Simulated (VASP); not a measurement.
# Rh (Fm-3m) in VASP: notebook, part 2 of 2

VASP 6.6.1. The steps go on from the part before.

## 4. Single point, r2SCAN

The input, POSCAR:

```
Rh
1.0
    0.0000000000      1.8978500000      1.8978500000
    1.8978500000      0.0000000000      1.8978500000
    1.8978500000      1.8978500000      0.0000000000
Rh
1
Direct
    0.0000000000      0.0000000000      0.0000000000
```

The input, INCAR.step1:

```
PREC     = Accurate       # precision mode
ENCUT    = 520            # plane-wave cutoff, eV
ISMEAR   = -1             # smearing method
SIGMA    = 0.05           # smearing width, eV
LREAL    = F              # projectors in reciprocal space
LASPH    = T              # aspherical terms in the spheres
NELM     = 80             # most SCF steps
NBANDS   = 14             # bands
GGA      = PE             # functional
ALGO     = Normal         # electronic algorithm
EDIFF    = 1E-4           # SCF threshold, eV
LWAVE    = T              # write WAVECAR
LCHARG   = F              # write CHGCAR
```

The input, INCAR.step2:

```
PREC     = Accurate       # precision mode
ENCUT    = 520            # plane-wave cutoff, eV
EDIFF    = 1E-7           # SCF threshold, eV
ISMEAR   = -1             # smearing method
SIGMA    = 0.05           # smearing width, eV
LREAL    = F              # projectors in reciprocal space
LASPH    = T              # aspherical terms in the spheres
NELM     = 80             # most SCF steps
ALGO     = Normal         # electronic algorithm
ISIF     = 2              # what is computed and relaxed
LWAVE    = F              # write WAVECAR
LCHARG   = F              # write CHGCAR
METAGGA  = R2SCAN         # meta-GGA
LMIXTAU  = T            
NBANDS   = 14             # bands
ISTART   = 1
```

The input, KPOINTS:

```
regular mesh
0
Gamma
  7 7 7
```

Potentials or basis: VASP PAW PBE potentials, release 64 (Rh_pv).

The run is started by

```console
$ cat potpaw_PBE.64/Rh_pv/POTCAR > POTCAR
$ cp INCAR.step1 INCAR
$ mpirun -np 1 vasp_std > vasp.out
$ cp INCAR.step2 INCAR
$ mpirun -np 1 vasp_std > vasp.out
```

OUTCAR:

```text
PREC = Accurate
   ENCUT = 520
   EDIFF = 1E-7
   ISMEAR = -1
   LREAL = F
   LASPH = T
   NELM = 80
   ISIF = 2
   METAGGA = R2SCAN
   ISTART = 1

 ion  position               nearest neighbor table
   1  0.000  0.000  0.000-

  LATTYP: Found a face centered cubic cell.
 ALAT       =     3.7957000000

  Lattice vectors:

 A1 = (   0.0000000000,   1.8978500000,   1.8978500000)
 A2 = (   1.8978500000,   0.0000000000,   1.8978500000)
 A3 = (   1.8978500000,   1.8978500000,   0.0000000000)

Analysis of symmetry for initial positions (statically):
[... 33 lines left out ...]
                                     Primitive cell

  volume of cell :      13.6715

  direct lattice vectors                    reciprocal lattice vectors
     0.000000000  1.897850000  1.897850000    -0.263456016  0.263456016  0.263456016
     1.897850000  0.000000000  1.897850000     0.263456016 -0.263456016  0.263456016
     1.897850000  1.897850000  0.000000000     0.263456016  0.263456016 -0.263456016

  length of vectors
     2.683965209  2.683965209  2.683965209     0.456319205  0.456319205  0.456319205

  position of ions in fractional coordinates (direct lattice)
     0.000000000  0.000000000  0.000000000

  ion indices of the primitive-cell ions
   primitive index   ion index
                 1           1

----------------------------------------------------------------------------------------

 KPOINTS: regular mesh

Automatic generation of k-mesh.
 Grid dimensions read from file:
 generate k-points for:    7    7    7

 Generating k-lattice:

  Cartesian coordinates                     Fractional coordinates (reciprocal lattice)
    -0.037636574  0.037636574  0.037636574     0.142857143  0.000000000  0.000000000
     0.037636574 -0.037636574  0.037636574     0.000000000  0.142857143  0.000000000
     0.037636574  0.037636574 -0.037636574     0.000000000  0.000000000  0.142857143

  Length of vectors
[... 73 lines left out ...]
  Thomas-Fermi vector in A             =   2.770792
   LORBIT       =      0    0 simple, 1 ext, 2 COOP (PROOUT), +10 PAW based schemes
   METAGGA = R2SCAN    functional components
   LHFCALC =     F    Hartree Fock is set to
   AEXX    =    0.0000 exact exchange contribution
   IVDW    =     0    specifies the selected vdW correction
   LEPSILON=     F    determine dielectric tensor
   LRPA    =     F    only Hartree local field effects (RPA)
 non-spin polarized calculation
  energy-cutoff  :      520.00
  volume of cell :       13.67
 maximum number of plane-waves:       378
   NGX =  9   NGY =  9   NGZ =  9

 number of electron      15.0000007 magnetization

 Free energy of the ion-electron system (eV)
  ---------------------------------------------------
  ext. energy  EPLUGINS =         0.00000000
  ---------------------------------------------------
  free energy    TOTEN  =       -24.20798642 eV

  energy without entropy =      -24.20218877  energy(sigma->0) =      -24.20508760

 E-fermi :  11.9143     XC(G=0): -15.2379

 val. band max:       11.8446699813   @ k =  -0.4286   0.4286   0.0000
 cond. band min:      11.9709577788   @ k =   0.4286   0.0000   0.0000
 fundamental gap:      0.1262877975
 Fermi energy:        11.9143317684

 k-point     1 :       0.0000    0.0000    0.0000
  band No.  band energies     occupation
      1     -35.9481      2.00000
      2     -35.9481      2.00000
      3     -35.9481      2.00000
      4       3.6233      2.00000
      5       8.6463      2.00000
      6       8.6463      2.00000
      7       8.6463      2.00000
      8      10.7589      2.00000
      9      10.7589      2.00000
     10      28.5462      0.00000
     11      29.2558      0.00000
     12      34.3357      0.00000
     13      34.3357      0.00000
     14      34.3357      0.00000
[... 309 lines left out ...]
      1     -36.5079      2.00000
      2     -36.4591      2.00000
      3     -36.2100      2.00000
      4       6.6078      2.00000
      5       7.3690      2.00000
      6       8.5190      2.00000
      7      10.6250      2.00000
      8      12.5624      0.00000
      9      20.7567      0.00000
     10      21.5243      0.00000
     11      24.4016      0.00000
     12      27.1353      0.00000
     13      29.2558      0.00000
     14      36.5677      0.00000

------------------------ aborting loop because EDIFF is reached ----------------------------------------

  FORCE on cell =-STRESS in cart. coord.  units (eV):
  Direction    XX          YY          ZZ          XY          YZ          ZX
  --------------------------------------------------------------------------------------
  -------------------------------------------------------------------------------------
  Total        0.1034670      0.1034670      0.1034670      0.0000000     -0.0000000     -0.0000000
  in kB       12.1254150     12.1254150     12.1254150      0.0000000     -0.0000000     -0.0000000
  external PRESSURE =      12.1254150 kB  Pullay stress =       0.0000000 kB

 VOLUME and BASIS-vectors are now :
 -----------------------------------------------------------------------------
  energy-cutoff  :      520.00
  volume of cell :       13.67
      direct lattice vectors                 reciprocal lattice vectors
     0.000000000  1.897850000  1.897850000    -0.263456016  0.263456016  0.263456016
     1.897850000  0.000000000  1.897850000     0.263456016 -0.263456016  0.263456016
     1.897850000  1.897850000  0.000000000     0.263456016  0.263456016 -0.263456016

 POSITION                                       TOTAL-FORCE (eV/Angst)
 -----------------------------------------------------------------------------------
      0.00000      0.00000      0.00000         0.000000      0.000000      0.000000
 -----------------------------------------------------------------------------------
    total drift:                               -0.000000     -0.000000     -0.000000

  FREE ENERGIE OF THE ION-ELECTRON SYSTEM (eV)
  ---------------------------------------------------
  free  energy   TOTEN  =       -24.2079864247 eV

  energy  without entropy=      -24.2021887745  energy(sigma->0) =      -24.20508760
```

It took 9.9 s on 1 thread of AMD EPYC 9R45 (Zen 5), shared host; peak memory 0.09 GiB.

What came out:

```yaml
Free_energy: -24.2080 eV
Pressure: 1.2 GPa
```

Levels at points of the mesh, in eV from the Fermi level:
| k point | band 4 | band 5 | band 6 | band 7 | band 8 | band 9 | band 10 | band 11 |
| --- | --- | --- | --- | --- | --- | --- | --- | --- |
| (0.00, 0.00, 0.00) | -8.29 | -3.27 | -3.27 | -3.27 | -1.16 | -1.16 | 16.63 | 17.34 |

Caveat: the k points lie up to 0.41 Å⁻¹ apart; the PAW data sets were made with another functional, which shifts forces and pressure a little.

## 5. Single point, r2SCAN+D3(BJ)

This run uses another cell than the first one, of 13.54 Å³/atom, 0.990 times its volume.

The input, POSCAR:

```
Rh
1.0
    0.0000000000      1.8916188300      1.8916188300
    1.8916188300      0.0000000000      1.8916188300
    1.8916188300      1.8916188300      0.0000000000
Rh
1
Direct
    0.0000000000      0.0000000000      0.0000000000
```

The input, INCAR.step1:

```
ALGO     = Normal         # electronic algorithm
EDIFF    = 1E-4           # SCF threshold, eV
ENCUT    = 520            # plane-wave cutoff, eV
GGA      = PE             # functional
ISMEAR   = -1             # smearing method
LASPH    = True           # aspherical terms in the spheres
LCHARG   = False          # write CHGCAR
LREAL    = False          # projectors in reciprocal space
LWAVE    = True           # write WAVECAR
NBANDS   = 14             # bands
NELM     = 100            # most SCF steps
PREC     = Accurate       # precision mode
SIGMA    = 0.05           # smearing width, eV
```

The input, INCAR.step2:

```
ALGO     = Normal         # electronic algorithm
EDIFF    = 1E-6           # SCF threshold, eV
ENCUT    = 520            # plane-wave cutoff, eV
ISIF     = 2              # what is computed and relaxed
ISMEAR   = -1             # smearing method
ISTART   = 1            
IVDW     = 12             # dispersion correction
LASPH    = True           # aspherical terms in the spheres
LCHARG   = False          # write CHGCAR
LMIXTAU  = True         
LREAL    = False          # projectors in reciprocal space
LWAVE    = False          # write WAVECAR
METAGGA  = R2SCAN         # meta-GGA
NBANDS   = 14             # bands
NELM     = 100            # most SCF steps
PREC     = Accurate       # precision mode
SIGMA    = 0.05           # smearing width, eV
VDW_A1   = 0.49484001   
VDW_A2   = 5.73083694   
VDW_S6   = 1.0          
VDW_S8   = 0.78981345
```

The input, KPOINTS:

```
k-points
0
Gamma
  12 12 12
```

The run is started by

```console
$ cat potpaw_PBE.64/Rh_pv/POTCAR > POTCAR
$ cp INCAR.step1 INCAR
$ mpirun -np 1 vasp_std > vasp.out
$ cp INCAR.step2 INCAR
$ mpirun -np 1 vasp_std > vasp.out
```

Wall time 24 s (1 thread of AMD EPYC 9R45 (Zen 5), shared host); peak memory 0.11 GiB.

The run converged. Its results:

| Property | Result |
| --- | --- |
| Free energy | -24.4491 eV |
| Pressure | 1.3 GPa |
| Dispersion energy per atom | -0.310 eV |

Levels at points of the mesh, in eV from the Fermi level:
```tsv
k point	band 5	band 6	band 7	band 8	band 9	band 10
(0.00, 0.00, 0.00)	-3.27	-3.27	-3.27	-1.12	-1.12	16.70
(0.50, 0.00, 0.00)	-3.39	-3.39	0.58	0.58	0.87	9.24
(0.50, 0.50, 0.00)	-6.34	0.51	1.05	1.05	3.49	13.06
```

Caveat: the PAW data sets were made with another functional, which shifts forces and pressure a little; pairwise dispersion overbinds metals, which lowers pressure and volume.

## 6. The runs side by side

| level | cell | k mesh | gap on the mesh (eV) | pressure (GPa) |
| --- | --- | --- | --- | --- |
| revPBE | a = 2.684 Å, angles 60.0°, 1 atom | 7 × 7 × 7 | none | 9.7 |
| BLYP | a = 2.684 Å, angles 60.0°, 1 atom | 7 × 7 × 7 | none | 21.3 |
| r2SCAN | a = 2.684 Å, angles 60.0°, 1 atom | 7 × 7 × 7 | none | 1.2 |
| r2SCAN+D3(BJ) | a = 2.675 Å, angles 60.0°, 1 atom | 12 × 12 × 12 | none | 1.3 |

Alike in all rows: task single point; potentials or basis VASP PAW PBE potentials, release 64 (Rh_pv); no spin polarisation; cutoff (eV) 520; smearing fermi-dirac 0.05 eV.

Caveats: some runs use coarse meshes; the PAW data sets were made with another functional, which shifts forces and pressure a little; pairwise dispersion overbinds metals, which lowers pressure and volume (some runs).

Total energies depend on the potentials used, so only differences within one code and one set of settings carry meaning.
